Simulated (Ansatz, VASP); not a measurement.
# Two plane-wave programs on Au

```xyz
1
Lattice="0.0000 2.0455 1.9944 2.0455 0.0000 1.9944 2.0455 2.0455 0.0000" Properties=species:S:1:pos:R:3 pbc="T T T"
Au    0.0000    0.0000    0.0000
```

Change from the starting cell: strain +0.000 along x and y, -0.025 along z, atoms carried along.

Alike in both runs: task single point; functional PBEsol; k mesh 20 × 20 × 20; occupations gaussian, width 0.15 eV; no spin polarisation.

|  | VASP | Ansatz |
| --- | --- | --- |
| version | VASP 6.6.1 | Ansatz 0.2.0 |
| potentials or method | VASP PAW PBE potentials, release 64 (Au), cutoff 520 eV | scalar-relativistic, plane waves, PAW |
| valence electrons in the cell | 11 | 19 |

|  | VASP | Ansatz | Ansatz less VASP |
| --- | --- | --- | --- |
| gap on the k mesh at the Fermi level (eV) | none | none | - |
| pressure (GPa) | 3.3 | 3.7 | +0.31 |
| traceless stress, the component that is largest in VASP (GPa) | 0.53 | 0.53 | -0.005 |

VASP's potentials were made for PBE, not for PBEsol. A gap of «none» marks a metal or a gap that the smearing closes. VASP's potentials hold 11 valence electrons a cell and Ansatz's 19, so a difference there can come from the potentials and not from the codes.

Spin-orbit coupling is off throughout.
